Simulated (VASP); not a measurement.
# BIr3Pd (P4/mmm) in VASP: a series of runs

The runs below take BIr3Pd through single point, relaxation of cell and atoms, with PBE.

All numbers are computed with VASP 6.6.1; they aren't measurements. Logs are shortened: lines on timing, memory, paths and dates and some standing lists are left out, and cuts for length are marked.

## (1) The cell of the first run

It takes space group P4/mmm (No. 123, tetragonal). The conventional cell has a = 3.018 Å, b = 3.018 Å, c = 7.415 Å, α = 90.00°, β = 90.00°, γ = 90.00°. Within 2.7 Å of B (site symmetry 4/mmm) lie 2 Ir at 2.03 Å and 4 Pd at 2.13 Å. Within 2.8 Å of Pd (site symmetry 4/mmm) lie 4 B at 2.13 Å. Within 2.8 Å of Ir (site symmetry 4mm) lie 1 B at 2.03 Å and 4 Ir at 2.71 Å. Within 3.8 Å of Ir (site symmetry 4/mmm) lie 12 Ir at 2.71 to 3.02 Å and 2 Pd at 3.71 Å.

The cell was built from a structure type or drawn by symmetry, and may not be a known phase.

## (2) Single point, PBE

Input file INCAR:

```
SYSTEM = BIr3Pd
  PREC = Accurate
  ENCUT = 520
  EDIFF = 1E-6
  ISMEAR = 0
  SIGMA = 0.1
  LREAL = .FALSE.
  LASPH = .TRUE.
  NELM = 80
  ALGO = Fast
  ISIF = 2
  LWAVE = .FALSE.
  LCHARG = .TRUE.
  GGA = PE
  LELF = .TRUE.
  LVHAR = .TRUE.
  NBANDS = 28
```

Input file KPOINTS:

```
regular mesh
0
G
  12 12 6
  0 0 0
```

Input file POSCAR:

```
BIr3Pd
1.0
    3.0175387663      0.0000000000      0.0000000000
    0.0000000000      3.0175387663      0.0000000000
    0.0000000000      0.0000000000      7.4152459930
B Pd Ir
1 1 3
Direct
    0.5000000000      0.5000000000      0.0000000000
    0.0000000000      0.0000000000      0.0000000000
    0.5000000000      0.5000000000      0.2737594087
    0.5000000000      0.5000000000      0.7262405913
    0.0000000000      0.0000000000      0.5000000000
```

Potentials or basis: VASP PAW PBE potentials, release 64 (B, Pd, Ir).

The run is started by

```bash
cat potpaw_PBE.64/B/POTCAR potpaw_PBE.64/Pd/POTCAR potpaw_PBE.64/Ir/POTCAR > POTCAR
mpirun -np 1 vasp_std > vasp.out
```

OUTCAR:

```text
SYSTEM = BIr3Pd
   PREC = Accurate
   ENCUT = 520
   EDIFF = 1E-6
   ISMEAR = 0
   LREAL = .FALSE.
   LASPH = .TRUE.
   NELM = 80
   ISIF = 2
   GGA = PE

 ion  position               nearest neighbor table
   1  0.500  0.500  0.000-   3 2.03   4 2.03   2 2.13   2 2.13   2 2.13   2 2.13
   2  0.000  0.000  0.000-   1 2.13   1 2.13   1 2.13   1 2.13   3 2.95   4 2.95   4 2.95   3 2.95
                             4 2.95   3 2.95   3 2.95   4 2.95
   3  0.500  0.500  0.274-   1 2.03   5 2.71   5 2.71   5 2.71   5 2.71   2 2.95   2 2.95   2 2.95
                             2 2.95   4 3.36
   4  0.500  0.500  0.726-   1 2.03   5 2.71   5 2.71   5 2.71   5 2.71   2 2.95   2 2.95   2 2.95
                             2 2.95   3 3.36
   5  0.000  0.000  0.500-   3 2.71   4 2.71   3 2.71   4 2.71   3 2.71   4 2.71   3 2.71   4 2.71

  LATTYP: Found a simple tetragonal cell.
 ALAT       =     3.0175387663
 C/A-ratio  =     2.4573821804

  Lattice vectors:

 A1 = (   3.0175387663,   0.0000000000,   0.0000000000)
 A2 = (   0.0000000000,   3.0175387663,   0.0000000000)
 A3 = (   0.0000000000,   0.0000000000,   7.4152459930)

Analysis of symmetry for initial positions (statically):
=====================================================================
 Subroutine PRICEL returns:
 Original cell was already a primitive cell.

 Routine SETGRP: Setting up the symmetry group for a
 simple tetragonal supercell.

 Subroutine GETGRP returns: Found 16 space group operations
 (whereof 16 operations were pure point group operations)
 out of a pool of 16 trial point group operations.

The static configuration has the point symmetry D_4h.

Analysis of symmetry for dynamics (positions and initial velocities):
=====================================================================
 Subroutine PRICEL returns:
 Original cell was already a primitive cell.

 Routine SETGRP: Setting up the symmetry group for a
 simple tetragonal supercell.

 Subroutine GETGRP returns: Found 16 space group operations
 (whereof 16 operations were pure point group operations)
 out of a pool of 16 trial point group operations.

The dynamic configuration has the point symmetry D_4h.

 Subroutine INISYM returns: Found 16 space group operations
 (whereof 16 operations are pure point group operations),
 and found     1 'primitive' translations

----------------------------------------------------------------------------------------

                                     Primitive cell

  volume of cell :      67.5198

[... 93 lines left out ...]
   NELM   =     80;   NELMIN=  2; NELMDL= -5     # of ELM steps
   EDIFF  = 0.1E-05   stopping-criterion for ELM
   LREAL  =      F    real-space projection
   EDIFFG = 0.1E-04   stopping-criterion for IOM
   NSW    =      0    number of steps for IOM
   IBRION =     -1    ionic relax: 0-MD 1-quasi-New 2-CG
   NFREE  =      0    steps in history (QN), initial steepest desc. (CG)
   ISIF   =      2    stress and relaxation
   ISYM   =      2    0-nonsym 1-usesym 2-fastsym
   POTIM  = 0.5000    time-step for ionic-motion
   TEBEG  =    0.0;   TEEND  =   0.0 temperature during run
   PSTRESS=    0.0 pullay stress
   NELECT =      40.0000    total number of electrons
   NUPDOWN=      -1.0000    fix difference up-down
   EMIN   =  10.00;   EMAX   =-10.00  energy-range for DOS
   EFERMI =   0.00;   METHOD = LEGACY
   ISMEAR =     0;   SIGMA  =   0.10  broadening in eV -4-tet -1-fermi 0-gaus
   EFERMI_NEDOS =   21; number of points for ismear=-14 and -15
   IALGO  =     68    algorithm
   IMIX   =      4    mixing-type and parameters
     AMIX     =   0.40;   BMIX     =  1.00
     AMIX_MAG =   1.60;   BMIX_MAG =  1.00
  volume/ion in A,a.u.               =      13.50        91.13
  Fermi-wavevector in a.u.,A,eV,Ry     =   1.374942  2.598264 25.721347  1.890466
  Thomas-Fermi vector in A             =   2.500323
   LORBIT       =      0    0 simple, 1 ext, 2 COOP (PROOUT), +10 PAW based schemes
   GGA     = PE    functional components
   LHFCALC =     F    Hartree Fock is set to
   AEXX    =    0.0000 exact exchange contribution
   IVDW    =     0    specifies the selected vdW correction
   LEPSILON=     F    determine dielectric tensor
   LRPA    =     F    only Hartree local field effects (RPA)
 non-spin polarized calculation
 RMM-DIIS sequential band-by-band and
 Gauss-broadening in eV      SIGMA  =   0.10
  energy-cutoff  :      520.00
  volume of cell :       67.52
 maximum number of plane-waves:      1836
 NGX is ok and might be reduce to    24
   NGX = 11   NGY = 11   NGZ = 27

 number of electron      39.9999999 magnetization

 Free energy of the ion-electron system (eV)
  ---------------------------------------------------
  ext. energy  EPLUGINS =         0.00000000
  ---------------------------------------------------
  free energy    TOTEN  =       -37.73075678 eV

  energy without entropy =      -37.70879999  energy(sigma->0) =      -37.71977839

 E-fermi :   9.1813     XC(G=0): -13.2674

 val. band max:        9.1777074890   @ k =   0.1667   0.1667   0.1667
 cond. band min:       9.1834816204   @ k =   0.5000   0.5000   0.0000
 fundamental gap:      0.0057741314
 Fermi energy:         9.1813250263

 k-point     1 :       0.0000    0.0000    0.0000
  band No.  band energies     occupation
      1      -2.3131      2.00000
      2       0.7698      2.00000
      3       2.4221      2.00000
      4       2.8598      2.00000
      5       2.9930      2.00000
      6       4.0406      2.00000
[... 733 lines left out ...]
     27      15.4631      0.00000
     28      16.1948      0.00000

 [... further k-points ...]
[... 5 lines left out ...]
  --------------------------------------------------------------------------------------
  -------------------------------------------------------------------------------------
  Total        0.1434445      0.1434445      0.4555736      0.0000000      0.0000000     -0.0000000
  in kB        3.4037942      3.4037942     10.8103029      0.0000000      0.0000000     -0.0000000
  external PRESSURE =       5.8726304 kB  Pullay stress =       0.0000000 kB

 VOLUME and BASIS-vectors are now :
 -----------------------------------------------------------------------------
  energy-cutoff  :      520.00
  volume of cell :       67.52
      direct lattice vectors                 reciprocal lattice vectors
     3.017538766  0.000000000  0.000000000     0.331395908  0.000000000  0.000000000
     0.000000000  3.017538766  0.000000000     0.000000000  0.331395908  0.000000000
     0.000000000  0.000000000  7.415245993     0.000000000  0.000000000  0.134857293

 POSITION                                       TOTAL-FORCE (eV/Angst)
 -----------------------------------------------------------------------------------
      1.50877      1.50877      0.00000        -0.000000     -0.000000      0.000000
      0.00000      0.00000      0.00000        -0.000000     -0.000000      0.000000
      1.50877      1.50877      2.02999        -0.000000      0.000000      0.087141
      1.50877      1.50877      5.38525         0.000000      0.000000     -0.087141
      0.00000      0.00000      3.70762        -0.000000     -0.000000      0.000000
 -----------------------------------------------------------------------------------
    total drift:                                0.000000     -0.000000     -0.000000

  FREE ENERGIE OF THE ION-ELECTRON SYSTEM (eV)
  ---------------------------------------------------
  free  energy   TOTEN  =       -37.7307567838 eV

  energy  without entropy=      -37.7087999914  energy(sigma->0) =      -37.71977839
```

OSZICAR:

```text
N       E                     dE             d eps       ncg     rms          rms(c)
DAV:   1     0.363479426767E+03    0.36348E+03   -0.18089E+04  6272   0.139E+03
DAV:   2    -0.197730454030E+02   -0.38325E+03   -0.36444E+03  6304   0.399E+02
DAV:   3    -0.410088070407E+02   -0.21236E+02   -0.19803E+02  7692   0.974E+01
DAV:   4    -0.417335501939E+02   -0.72474E+00   -0.71940E+00  7180   0.177E+01
DAV:   5    -0.417525442602E+02   -0.18994E-01   -0.18986E-01  7432   0.277E+00    0.296E+01
RMM:   6    -0.399897219737E+02    0.17628E+01   -0.10759E+01  6810   0.232E+01    0.177E+01
RMM:   7    -0.393090320068E+02    0.68069E+00   -0.52126E+00  6311   0.169E+01    0.127E+01
RMM:   8    -0.380909236512E+02    0.12181E+01   -0.15109E+00  6350   0.108E+01    0.530E+00
RMM:   9    -0.377736913955E+02    0.31723E+00   -0.70130E-01  6417   0.657E+00    0.302E+00
RMM:  10    -0.377311296783E+02    0.42562E-01   -0.13212E-01  6628   0.312E+00    0.121E+00
RMM:  11    -0.377333757962E+02   -0.22461E-02   -0.27851E-02  7076   0.937E-01    0.621E-01
RMM:  12    -0.377309581703E+02    0.24176E-02   -0.68111E-03  6958   0.517E-01    0.198E-01
RMM:  13    -0.377307520043E+02    0.20617E-03   -0.23431E-03  7312   0.257E-01    0.101E-01
RMM:  14    -0.377307400086E+02    0.11996E-04   -0.66330E-04  6968   0.178E-01    0.424E-02
RMM:  15    -0.377307562650E+02   -0.16256E-04   -0.21674E-04  8185   0.773E-02    0.127E-02
RMM:  16    -0.377307564945E+02   -0.22955E-06   -0.24823E-05  7353   0.263E-02    0.606E-03
RMM:  17    -0.377307567838E+02   -0.28932E-06   -0.39051E-06  4758   0.110E-02
   1 F= -.37730757E+02 E0= -.37719778E+02  d E =-.219568E-01
```

Wall time 2.9 min (1 thread of Intel Xeon Platinum 8124M at 3.00GHz (Skylake/Cascade Lake), shared host); peak memory 0.33 GiB.

What came out:

* Free energy: -37.7308 eV
* Pressure: 0.6 GPa
* Largest force: 0.087 eV/Å
* Band gap on the k mesh: zero (bands 20 and 21 overlap by 1.08 eV)

Forces in eV/Å, atoms in the order of the input:
```
B    0.000  0.000  0.000
Pd   0.000  0.000  0.000
Ir   0.000  0.000  0.087
Ir   0.000  0.000 -0.087
Ir   0.000  0.000  0.000
```

Levels at points of the mesh, in eV from the Fermi level:
| k point | band 18 | band 19 | band 20 | band 21 | band 22 | band 23 |
| --- | --- | --- | --- | --- | --- | --- |
| (0.00, 0.00, 0.00) | -2.10 | -0.73 | -0.36 | 0.45 | 0.45 | 0.54 |
| (0.50, 0.00, 0.00) | -1.60 | -0.49 | -0.29 | 0.38 | 0.62 | 0.94 |
| (0.50, 0.50, 0.00) | 0.12 | 0.42 | 0.45 | 0.49 | 0.49 | 3.27 |
| (0.00, 0.00, 0.50) | -1.33 | -0.92 | -0.92 | -0.63 | 0.15 | 0.49 |
| (0.50, 0.00, 0.50) | -1.10 | -1.00 | 0.32 | 0.52 | 0.70 | 0.80 |
| (0.50, 0.50, 0.50) | 0.12 | 0.43 | 0.44 | 1.82 | 1.82 | 3.02 |

Caveat: spin-orbit coupling is left out, which moves the levels of the heavy elements.

[end of part 1 of 2]
